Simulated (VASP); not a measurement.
Crystal: Se.

```
CELL_PARAMETERS angstrom
-1.73801 1.73801 1.73801
1.73801 -1.73801 1.73801
1.73801 1.73801 -1.73801
ATOMIC_POSITIONS crystal
Se 0.00000 0.00000 0.00000
```

This isn't the form of Se at room conditions, which is trigonal, of chains.

* Program: VASP 6.6.1
* Task: relaxation of cell and atoms
* Functional: PBE
* Potentials or basis: VASP PAW PBE potentials, release 64 (Se)
* Cutoff: 600 eV
* k mesh: 17 × 17 × 17
* Occupations: fermi-dirac, width 0.08 eV
* Spin: no spin polarisation

At the start: pressure -2.1 GPa; volume 21.00 Å³/atom.

Task: How do energy, volume and symmetry change on relaxing?

Result: Over 3 steps the energy falls by 4.2 meV/atom and the volume is 20.37 Å³/atom (-3.0 %); space group Im-3m (No. 229, to 0.1 Å) before and after.

Step by step:
| step | energy change (eV) | largest force (eV/Å) | pressure (GPa) | volume (Å³) |
| --- | --- | --- | --- | --- |
| 1 | 0.0000 | 0.0000 | -2.07 | 21.00 |
| 2 | -0.0038 | 0.0000 | 0.65 | 20.19 |
| 3 | -0.0042 | 0.0000 | 0.00 | 20.37 |

Final structure:
```yaml
crystal:
  lattice:
    - [-1.72035, 1.72035, 1.72035]
    - [1.72035, -1.72035, 1.72035]
    - [1.72035, 1.72035, -1.72035]
  atoms:
    - { symbol: Se, position: [0.00000, 0.00000, 0.00000] }
```
